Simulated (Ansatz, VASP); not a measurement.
One calculation of InSb, two programs

INCAR

```
SYSTEM = InSb
PREC = Accurate ; ENCUT = 520
EDIFF = 1E-7 ; ISMEAR = 0
SIGMA = 0.1 ; LREAL = .False.
LASPH = .True. ; NELM = 80
ALGO = Normal ; ISIF = 2
LWAVE = .False. ; LCHARG = .False.
GGA = CA ; NBANDS = 16
```

KPOINTS

```
Automatic mesh
0
Gamma
  12 12 12
  0 0 0
```

File POSCAR:

```
InSb
1.0
    0.0000000000      3.3166107100      3.3166107100
    3.3166107100      0.0000000000      3.3166107100
    3.3166107100      3.3166107100      0.0000000000
In Sb
1 1
Direct
    0.0000000000      0.0000000000      0.0000000000
    0.7500000000      0.7500000000      0.7500000000
```

Input for Ansatz:

```yaml
crystal:
  lattice:
    - [0.0, 3.31661071, 3.31661071]
    - [3.31661071, 0.0, 3.31661071]
    - [3.31661071, 3.31661071, 0.0]
  atoms:
    - { symbol: In, position: [0.0, 0.0, 0.0] }
    - { symbol: Sb, position: [0.75, 0.75, 0.75] }
basis:
  ecutwfc: 420
kpoints:
  mp_grid: { grid: [12, 12, 12] }
hamiltonian:
  xc: lda
  pseudopotentials: { kind: paw, azcp: { folder: soft_1 } }
scf:
  occupations: { method: gaussian, width: 0.1 }
output:
  forces: true
  stress: true
  eigenvalues: true
  write_density: true
  write_potential: true
  elf: true
  volumetric_format: npy
```

Alike in both runs: task single point; functional LDA; k mesh 12 × 12 × 12; occupations gaussian, width 0.1 eV; no spin polarisation.

|  | VASP | Ansatz |
| --- | --- | --- |
| version | VASP 6.6.1 | Ansatz 0.2.0 |
| potentials or method | VASP PAW LDA potentials, release 64 (In_d, Sb), cutoff 520 eV | scalar-relativistic, plane waves, PAW |
| valence electrons in the cell | 18 | 28 |

VASP gave:

```
gap on the k mesh at the Fermi level (eV) : none
pressure (GPa)                            : -3.1
```

**Question.** Which values does Ansatz return?

**Answer.** gap on the k mesh at the Fermi level (eV): none; pressure (GPa): -3.2.

Ansatz warns that its potentials were made for another functional, while VASP's fit it. LDA's correlation is that of Perdew and Zunger in VASP and of Perdew and Wang (1992) in Ansatz. A gap of «none» marks a metal or a gap that the smearing closes. VASP's potentials hold 18 valence electrons a cell and Ansatz's 28, so a difference there can come from the potentials and not from the codes.

Spin-orbit coupling is off throughout.
